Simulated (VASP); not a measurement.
# KF (Cmcm) in VASP: notebook

KF is run at these levels: PBE; tasks: single point, relaxation of cell and atoms.

Everything below comes from runs of VASP 6.6.1. Logs are shortened: lines on timing, memory, paths and dates and some standing lists are left out, and cuts for length are marked.

### Step 1. The cell of the first run

It takes space group Cmcm (No. 63, orthorhombic). Conventional cell: a = 3.546 Å, b = 10.948 Å, c = 3.993 Å, α = 90.00°, β = 90.00°, γ = 90.00°. Within 3.6 Å of K (site symmetry m2m) lie 7 F at 2.67 to 3.32 Å and 4 K at 3.43 to 3.55 Å. Within 3.6 Å of F (site symmetry m2m) lie 7 K at 2.67 to 3.32 Å and 4 F at 3.46 to 3.55 Å.

### Step 2. Single point, PBE

The input, INCAR:

```
PREC = Accurate
ENCUT = 520
EDIFF = 1E-7
ISMEAR = 0
SIGMA = 0.1
LREAL = False
LASPH = True
NELM = 100
ALGO = Normal
ISIF = 2
LWAVE = False
LCHARG = False
GGA = PE
NBANDS = 24
```

The input, KPOINTS:

```
Automatic mesh
0
Gamma
  4 4 6
```

The input, POSCAR:

```
KF
1.0
    1.7729448228     -5.4738789574      0.0000000000
    1.7729448228      5.4738789574      0.0000000000
    0.0000000000      0.0000000000      3.9925047139
K F
2 2
Direct
    0.6271107761      0.3728892239      0.2500000000
    0.3728892239      0.6271107761      0.7500000000
    0.8709249434      0.1290750566      0.2500000000
    0.1290750566      0.8709249434      0.7500000000
```

Potentials or basis: VASP PAW PBE potentials, release 64 (K_sv, F).

Command:

```bash
$ cat potpaw_PBE.64/K_sv/POTCAR potpaw_PBE.64/F/POTCAR > POTCAR
$ mpirun -np 1 vasp_std > vasp.out
```

OUTCAR:

```text
PREC = Accurate
   ENCUT = 520
   EDIFF = 1E-7
   ISMEAR = 0
   LREAL = False
   LASPH = True
   NELM = 100
   ISIF = 2
   GGA = PE

 ion  position               nearest neighbor table
   1  0.627  0.373  0.250-   3 2.67   4 2.67   4 2.67   4 2.67   4 2.67   2 3.43   2 3.43   2 3.79
                             2 3.79   2 3.79   2 3.79
   2  0.373  0.627  0.750-   4 2.67   3 2.67   3 2.67   3 2.67   3 2.67   1 3.43   1 3.43   1 3.79
                             1 3.79   1 3.79   1 3.79
   3  0.871  0.129  0.250-   1 2.67   2 2.67   2 2.67   2 2.67   2 2.67
   4  0.129  0.871  0.750-   2 2.67   1 2.67   1 2.67   1 2.67   1 2.67

  LATTYP: Found a base centered orthorhombic cell.
 ALAT       =     3.5458896456
 B/A-ratio  =     3.0874502619
 C/A-ratio  =     1.1259528956

  Lattice vectors:

 A1 = (   1.7729448228,  -5.4738789574,   0.0000000000)
 A2 = (   1.7729448228,   5.4738789574,   0.0000000000)
 A3 = (   0.0000000000,   0.0000000000,   3.9925047139)

Analysis of symmetry for initial positions (statically):
=====================================================================
 Subroutine PRICEL returns:
 Original cell was already a primitive cell.

 Routine SETGRP: Setting up the symmetry group for a
 base centered orthorhombic supercell.

 Subroutine GETGRP returns: Found  8 space group operations
 (whereof  4 operations were pure point group operations)
 out of a pool of  8 trial point group operations.

The static configuration has the point symmetry C_2h.
 The point group associated with its full space group is D_2h.

Analysis of symmetry for dynamics (positions and initial velocities):
=====================================================================
 Subroutine PRICEL returns:
 Original cell was already a primitive cell.

 Routine SETGRP: Setting up the symmetry group for a
 base centered orthorhombic supercell.

 Subroutine GETGRP returns: Found  8 space group operations
 (whereof  4 operations were pure point group operations)
 out of a pool of  8 trial point group operations.

The dynamic configuration has the point symmetry C_2h.
 The point group associated with its full space group is D_2h.

 Subroutine INISYM returns: Found  8 space group operations
 (whereof  4 operations are pure point group operations),
 and found     1 'primitive' translations

----------------------------------------------------------------------------------------

                                     Primitive cell

  volume of cell :      77.4936

  direct lattice vectors                    reciprocal lattice vectors
     1.772944823 -5.473878957  0.000000000     0.282016673 -0.091342904  0.000000000
     1.772944823  5.473878957  0.000000000     0.282016673  0.091342904  0.000000000
     0.000000000  0.000000000  3.992504714     0.000000000  0.000000000  0.250469335

  length of vectors
     5.753840820  5.753840820  3.992504714     0.296440432  0.296440432  0.250469335

  position of ions in fractional coordinates (direct lattice)
     0.627110776  0.372889224  0.250000000
     0.372889224  0.627110776  0.750000000
     0.870924943  0.129075057  0.250000000
     0.129075057  0.870924943  0.750000000

  ion indices of the primitive-cell ions
   primitive index   ion index
                 1           1
                 2           2
                 3           3
                 4           4

----------------------------------------------------------------------------------------

 KPOINTS: Automatic mesh

Automatic generation of k-mesh.
 Grid dimensions read from file:
 generate k-points for:    4    4    6

 Generating k-lattice:

  Cartesian coordinates                     Fractional coordinates (reciprocal lattice)
     0.070504168 -0.022835726  0.000000000     0.250000000 -0.000000000  0.000000000
     0.070504168  0.022835726  0.000000000    -0.000000000  0.250000000  0.000000000
     0.000000000  0.000000000  0.041744889     0.000000000  0.000000000  0.166666667

  Length of vectors
     0.074110108  0.074110108  0.041744889

  Shift w.r.t. Gamma in fractional coordinates (k-lattice)
     0.000000000  0.000000000  0.000000000

 Subroutine IBZKPT returns following result:
 ===========================================

 Found     28 irreducible k-points:

 Following reciprocal coordinates:
            Coordinates               Weight
  0.000000  0.000000  0.000000      1.000000
  0.250000 -0.000000  0.000000      4.000000
  0.500000 -0.000000  0.000000      2.000000
  0.250000  0.250000  0.000000      2.000000
  0.500000  0.250000  0.000000      4.000000
 -0.250000  0.250000  0.000000      2.000000
[... 16 lines left out ...]
  0.250000 -0.000000  0.500000      4.000000
  0.500000 -0.000000  0.500000      2.000000
 [... further k-points ...]
   k-points           NKPTS =     28   k-points in BZ     NKDIM =     28   number of bands    NBANDS=     24
   number of dos      NEDOS =    301   number of ions     NIONS =      4
   total plane-waves  NPLWV =  69120
   dimension x,y,z NGX =    48 NGY =   48 NGZ =   30
   dimension x,y,z NGXF=    96 NGYF=   96 NGZF=   60
   ions per type =               2   2
   NGX,Y,Z   is equivalent  to a cutoff of  13.87, 13.87, 12.49 a.u.
   NGXF,Y,Z  is equivalent  to a cutoff of  27.74, 27.74, 24.98 a.u.
 SYSTEM =  unknown system
   PREC   = accura    normal or accurate (medium, high low for compatibility)
   ISTART =      0    job   : 0-new  1-cont  2-samecut
   ICHARG =      2    charge: 1-file 2-atom 10-const
   ISPIN  =      1    spin polarized calculation?
   LNONCOLLINEAR =      F non collinear calculations
   LSORBIT =      F    spin-orbit coupling
   LASPH  =      T    aspherical Exc in radial PAW
   ENCUT  =  520.0 eV  38.22 Ry    6.18 a.u.  10.70 10.70  7.42*2*pi/ulx,y,z
   NELM   =    100;   NELMIN=  2; NELMDL= -5     # of ELM steps
   EDIFF  = 0.1E-06   stopping-criterion for ELM
   LREAL  =      F    real-space projection
   EDIFFG = 0.1E-05   stopping-criterion for IOM
   NSW    =      0    number of steps for IOM
   IBRION =     -1    ionic relax: 0-MD 1-quasi-New 2-CG
   NFREE  =      0    steps in history (QN), initial steepest desc. (CG)
   ISIF   =      2    stress and relaxation
   ISYM   =      2    0-nonsym 1-usesym 2-fastsym
   POTIM  = 0.5000    time-step for ionic-motion
   TEBEG  =    0.0;   TEEND  =   0.0 temperature during run
   PSTRESS=    0.0 pullay stress
   NELECT =      32.0000    total number of electrons
   NUPDOWN=      -1.0000    fix difference up-down
   EMIN   =  10.00;   EMAX   =-10.00  energy-range for DOS
   EFERMI =   0.00;   METHOD = LEGACY
   ISMEAR =     0;   SIGMA  =   0.10  broadening in eV -4-tet -1-fermi 0-gaus
   EFERMI_NEDOS =   21; number of points for ismear=-14 and -15
   IALGO  =     38    algorithm
   IMIX   =      4    mixing-type and parameters
     AMIX     =   0.40;   BMIX     =  1.00
     AMIX_MAG =   1.60;   BMIX_MAG =  1.00
  volume/ion in A,a.u.               =      19.37       130.74
  Fermi-wavevector in a.u.,A,eV,Ry     =   1.219091  2.303748 20.220753  1.486183
  Thomas-Fermi vector in A             =   2.354355
   LORBIT       =      0    0 simple, 1 ext, 2 COOP (PROOUT), +10 PAW based schemes
   GGA     = PE    functional components
   LHFCALC =     F    Hartree Fock is set to
   AEXX    =    0.0000 exact exchange contribution
   IVDW    =     0    specifies the selected vdW correction
   LEPSILON=     F    determine dielectric tensor
   LRPA    =     F    only Hartree local field effects (RPA)
 non-spin polarized calculation
 Gauss-broadening in eV      SIGMA  =   0.10
  energy-cutoff  :      520.00
  volume of cell :       77.49
 maximum number of plane-waves:      2110
 NGX is ok and might be reduce to    48
   NGX = 21   NGY = 21   NGZ = 15

 number of electron      31.9999983 magnetization

 Free energy of the ion-electron system (eV)
  ---------------------------------------------------
  ext. energy  EPLUGINS =         0.00000000
  ---------------------------------------------------
  free energy    TOTEN  =       -16.32174951 eV

  energy without entropy =      -16.32174951  energy(sigma->0) =      -16.32174951

 E-fermi :  -2.1097     XC(G=0):  -8.3836

 val. band max:       -2.6573710842   @ k =   0.5000   0.5000   0.0000
 cond. band min:       3.1724827658   @ k =   0.0000   0.0000   0.0000
 fundamental gap:      5.8298538500
 Fermi energy:        -2.1096616069

 k-point     1 :       0.0000    0.0000    0.0000
  band No.  band energies     occupation
      1     -29.2451      2.00000
      2     -29.1231      2.00000
      3     -21.3819      2.00000
      4     -21.3559      2.00000
      5     -13.1011      2.00000
      6     -12.7488      2.00000
[... 16 lines left out ...]
     23       9.5874      0.00000
     24       9.5912      0.00000

 k-point     2 :       0.2500   -0.0000    0.0000
  band No.  band energies     occupation
      1     -29.2050      2.00000
      2     -29.1085      2.00000
      3     -21.4070      2.00000
      4     -21.3691      2.00000
      5     -13.0010      2.00000
      6     -12.6710      2.00000
[... 16 lines left out ...]
     23       8.9219      0.00000
     24       9.7639      0.00000

 k-point     3 :       0.5000   -0.0000    0.0000
  band No.  band energies     occupation
      1     -29.1604      2.00000
      2     -29.0977      2.00000
      3     -21.4327      2.00000
      4     -21.3829      2.00000
      5     -12.8925      2.00000
      6     -12.7871      2.00000
[... 16 lines left out ...]
     23       9.5060      0.00000
     24       9.7788      0.00000

 k-point     4 :       0.2500    0.2500    0.0000
  band No.  band energies     occupation
      1     -29.1604      2.00000
      2     -29.0977      2.00000
      3     -21.4330      2.00000
      4     -21.3826      2.00000
      5     -12.8895      2.00000
      6     -12.7688      2.00000
[... 16 lines left out ...]
     23       9.7374      0.00000
     24       9.8658      0.00000

 k-point     5 :       0.5000    0.2500    0.0000
  band No.  band energies     occupation
      1     -29.1801      2.00000
      2     -29.1331      2.00000
      3     -21.4128      2.00000
      4     -21.3713      2.00000
      5     -12.8619      2.00000
      6     -12.6726      2.00000
[... 16 lines left out ...]
     23       9.0388      0.00000
     24       9.3547      0.00000

 k-point     6 :      -0.2500    0.2500    0.0000
  band No.  band energies     occupation
      1     -29.2274      2.00000
      2     -29.1405      2.00000
      3     -21.3879      2.00000
      4     -21.3584      2.00000
      5     -12.9940      2.00000
      6     -12.7105      2.00000
[... 16 lines left out ...]
     23       8.7180      0.00000
     24       9.4498      0.00000
[... 379 lines left out ...]
 k-point    21 :       0.5000    0.5000    0.3333
  band No.  band energies     occupation
      1     -29.1702      2.00000
      2     -29.1631      2.00000
      3     -21.4359      2.00000
      4     -21.4197      2.00000
      5     -12.8529      2.00000
      6     -12.8134      2.00000
[... 16 lines left out ...]
     23       8.9859      0.00000
     24      10.2402      0.00000

 k-point    22 :       0.0000    0.0000    0.5000
  band No.  band energies     occupation
      1     -29.1618      2.00000
      2     -29.1618      2.00000
      3     -21.4358      2.00000
      4     -21.4358      2.00000
      5     -12.8007      2.00000
      6     -12.8007      2.00000
[... 16 lines left out ...]
     23       9.4703      0.00000
     24       9.4703      0.00000

 k-point    23 :       0.2500   -0.0000    0.5000
  band No.  band energies     occupation
      1     -29.1392      2.00000
      2     -29.1392      2.00000
      3     -21.4037      2.00000
      4     -21.4037      2.00000
      5     -12.8305      2.00000
      6     -12.8305      2.00000
[... 16 lines left out ...]
     23       9.3070      0.00000
     24       9.3070      0.00000

 k-point    24 :       0.5000   -0.0000    0.5000
  band No.  band energies     occupation
      1     -29.1165      2.00000
      2     -29.1165      2.00000
      3     -21.3710      2.00000
      4     -21.3710      2.00000
      5     -12.9749      2.00000
      6     -12.9749      2.00000
[... 16 lines left out ...]
     23       9.7349      0.00000
     24       9.7349      0.00000

 [... further k-points ...]

------------------------ aborting loop because EDIFF is reached ----------------------------------------

  FORCE on cell =-STRESS in cart. coord.  units (eV):
  Direction    XX          YY          ZZ          XY          YZ          ZX
  --------------------------------------------------------------------------------------
  -------------------------------------------------------------------------------------
  Total        0.0498318      0.0850277      0.1344356      0.0000000      0.0000000      0.0000000
  in kB        1.0302702      1.7579451      2.7794503      0.0000000      0.0000000      0.0000000
  external PRESSURE =       1.8558885 kB  Pullay stress =       0.0000000 kB

 VOLUME and BASIS-vectors are now :
 -----------------------------------------------------------------------------
  energy-cutoff  :      520.00
  volume of cell :       77.49
      direct lattice vectors                 reciprocal lattice vectors
     1.772944823 -5.473878957  0.000000000     0.282016673 -0.091342904  0.000000000
     1.772944823  5.473878957  0.000000000     0.282016673  0.091342904  0.000000000
     0.000000000  0.000000000  3.992504714     0.000000000  0.000000000  0.250469335

 POSITION                                       TOTAL-FORCE (eV/Angst)
 -----------------------------------------------------------------------------------
      1.77294     -1.39158      0.99813         0.000000      0.008306     -0.000000
      1.77294      1.39158      2.99438         0.000000     -0.008306     -0.000000
      1.77294     -4.06080      0.99813         0.000000     -0.004896      0.000000
      1.77294      4.06080      2.99438         0.000000      0.004896      0.000000
 -----------------------------------------------------------------------------------
    total drift:                               -0.000000     -0.000000      0.000000

  FREE ENERGIE OF THE ION-ELECTRON SYSTEM (eV)
  ---------------------------------------------------
  free  energy   TOTEN  =       -16.3217495094 eV

  energy  without entropy=      -16.3217495094  energy(sigma->0) =      -16.32174951
```

It took 44 s on 1 thread of Intel Xeon Platinum 8488C (Sapphire Rapids), shared host; peak memory 0.26 GiB.

Results:

* Free energy: -16.3217 eV
* Pressure: 0.2 GPa
* Largest force: 0.008 eV/Å
* Band gap on the k mesh: 5.83 eV (least direct gap 5.85 eV)

Forces on the atoms (eV/Å):
```
K    0.000  0.008  0.000
K    0.000 -0.008  0.000
F    0.000 -0.005  0.000
F    0.000  0.005  0.000
```

Caveat: the k points lie up to 0.47 Å⁻¹ apart.

### Step 3. Relaxation of cell and atoms, PBE

This run uses another cell than the first one, of 20.20 Å³/atom.

The input, INCAR:

```
ALGO = Normal
EDIFF = 1E-7
EDIFFG = -0.04
ENCUT = 600
GGA = PE
IBRION = 2
ISIF = 3
ISMEAR = 0
LASPH = True
LCHARG = False
LREAL = False
LWAVE = False
NELM = 100
NSW = 90
PREC = Accurate
SIGMA = 0.1
```

The input, KPOINTS:

```
k-points
0
Gamma
  4 4 6
```

The input, POSCAR:

```
KF
1.0
    2.1603626790     -5.0808529673      0.0000000000
    2.1603626790      5.0808529673      0.0000000000
    0.0000000000      0.0000000000      3.6806178976
K F
2 2
Direct
    0.6400000000      0.3600000000      0.2500000000
    0.3600000000      0.6400000000      0.7500000000
    0.9300000000      0.0700000000      0.2500000000
    0.0700000000      0.9300000000      0.7500000000
```

Potentials or basis: VASP PAW PBE potentials, release 64 (K_sv, F).

Command:

```bash
$ cat potpaw_PBE.64/K_sv/POTCAR potpaw_PBE.64/F/POTCAR > POTCAR
$ mpirun -np 1 vasp_std > vasp.out
```

It took 6.4 min on 1 thread of Intel Xeon Platinum 8488C (Sapphire Rapids), shared host; peak memory 0.28 GiB.

Results (log left out):

```
Free energy                           : -16.3280 eV
Relaxed volume                        : 19.33 Å³/atom
Relaxed cell                          : a = 5.697 Å, b = 5.697 Å, c = 4.039 Å, α = 90.00°, β = 90.00°, γ = 143.85°
Space group after relaxing (to 0.1 Å) : Cmcm (No. 63)
Energy gained by relaxing             : 546.6 meV/atom
Ionic steps                           : 14
Pressure after relaxing               : -0.1 GPa
Largest force after relaxing          : 0.026 eV/Å
Band gap on the k mesh                : 5.83 eV (least direct gap 5.85 eV)
```

Forces on the atoms (eV/Å):
```
K    0.000 -0.016  0.000
K    0.000  0.016  0.000
F    0.000  0.026  0.000
F    0.000 -0.026  0.000
```

Step by step:
| step | energy change (eV) | largest force (eV/Å) | pressure (GPa) | volume (Å³) |
| --- | --- | --- | --- | --- |
| 1 | 0.0000 | 2.6891 | -0.65 | 80.80 |
| 2 | -1.1681 | 1.5951 | -1.50 | 79.47 |
| 3 | -2.0104 | 0.5243 | -0.68 | 75.44 |
| 4 | -2.0248 | 0.5184 | -0.46 | 74.69 |
| 5 | -2.0244 | 0.5169 | -0.40 | 74.50 |
| 6 | -2.0943 | 0.3760 | 0.08 | 73.73 |
| 7 | -2.1547 | 0.0324 | 1.30 | 71.77 |
| 8 | -2.1561 | 0.0585 | 1.14 | 72.02 |
| 9 | -2.1694 | 0.0589 | 0.02 | 74.52 |
| 10 | -2.1696 | 0.0743 | -0.14 | 74.91 |
| 11 | -2.1735 | 0.0711 | -0.07 | 74.97 |
| 12 | -2.1783 | 0.0643 | 0.22 | 75.10 |
| 13 | -2.1815 | 0.0507 | 0.12 | 75.66 |
| 14 | -2.1863 | 0.0263 | -0.11 | 77.32 |

Final structure:
```
K F
1.0
     1.76757   -5.41584    0.00000
     1.76757    5.41584    0.00000
     0.00000    0.00000    4.03851
K F
2 2
Direct
  0.62535 0.37465 0.25000
  0.37465 0.62535 0.75000
  0.87348 0.12652 0.25000
  0.12652 0.87348 0.75000
```

Levels at points of the mesh, in eV from the valence-band top:
```
           k point  band 14  band 15  band 16  band 17  band 18  band 19
(0.00, 0.00, 0.00)    -0.04    -0.04    -0.01     5.83     8.36     9.33
(0.50, 0.00, 0.00)    -0.53    -0.41    -0.07     8.80     9.18     9.87
(0.50, 0.50, 0.00)    -0.10    -0.06     0.00     7.64     7.83     8.36
(0.00, 0.00, 0.50)    -0.28    -0.25    -0.25     8.40     8.40     9.46
(0.50, 0.00, 0.50)    -0.30    -0.09    -0.09     8.62     8.62     9.57
(0.50, 0.50, 0.50)    -0.23    -0.23    -0.23     8.73     8.73     9.95
```

A k mesh can miss the band edges.

### Step 4. Single point, PBE

This run uses another cell than the first one, of 19.66 Å³/atom.

The input, INCAR:

```
SYSTEM = KF
PREC = Accurate
ENCUT = 520
EDIFF = 1E-7
ISMEAR = 0
SIGMA = 0.02
LREAL = .FALSE.
LASPH = .TRUE.
NELM = 60
ALGO = Normal
ISIF = 2
LWAVE = .FALSE.
LCHARG = .FALSE.
GGA = PE
NBANDS = 24
```

The input, KPOINTS:

```
regular mesh
0
G
  8 8 6
  0 0 0
```

The input, POSCAR:

```
KF
1.0
    1.7798452622     -5.5514686832      0.0000000000
    1.7798452622      5.5514686832      0.0000000000
    0.0000000000      0.0000000000      3.9796260193
K F
2 2
Direct
    0.6282143773      0.3717856227      0.2500000000
    0.3717856227      0.6282143773      0.7500000000
    0.8691996075      0.1308003925      0.2500000000
    0.1308003925      0.8691996075      0.7500000000
```

Command:

```bash
$ cat potpaw_PBE.64/K_sv/POTCAR potpaw_PBE.64/F/POTCAR > POTCAR
$ mpirun -np 1 vasp_std > vasp.out
```

Run time: 2.2 min. Hardware: 1 thread of Intel Xeon Platinum 8488C (Sapphire Rapids), shared host; peak memory 0.32 GiB.

It converged, with:

- Free energy: -16.3231 eV
- Pressure: 0.0 GPa
- Largest force: 0.012 eV/Å
- Band gap on the k mesh: 5.75 eV (least direct gap 5.78 eV)

Forces on the atoms (eV/Å):
```
K    0.000  0.000  0.000
K    0.000  0.000  0.000
F    0.000 -0.012  0.000
F    0.000  0.012  0.000
```

Levels at points of the mesh, in eV from the valence-band top:
```
           k point  band 13  band 14  band 15  band 16  band 17  band 18  band 19  band 20
(0.00, 0.00, 0.00)    -0.05    -0.04    -0.03    -0.03     5.75     8.38     9.35     9.61
(0.50, 0.00, 0.00)    -0.56    -0.50    -0.42    -0.09     8.70     9.06     9.77    10.14
(0.50, 0.50, 0.00)    -0.15    -0.10    -0.05     0.00     7.55     7.66     8.38     9.52
(0.00, 0.00, 0.50)    -0.29    -0.29    -0.27    -0.27     8.36     8.36     9.40     9.40
(0.50, 0.00, 0.50)    -0.27    -0.27    -0.10    -0.10     8.59     8.59     9.51     9.51
(0.50, 0.50, 0.50)    -0.26    -0.26    -0.25    -0.25     8.64     8.64     9.88     9.88
```

A k mesh can miss the band edges.

(Continued in part 2 of 2.)
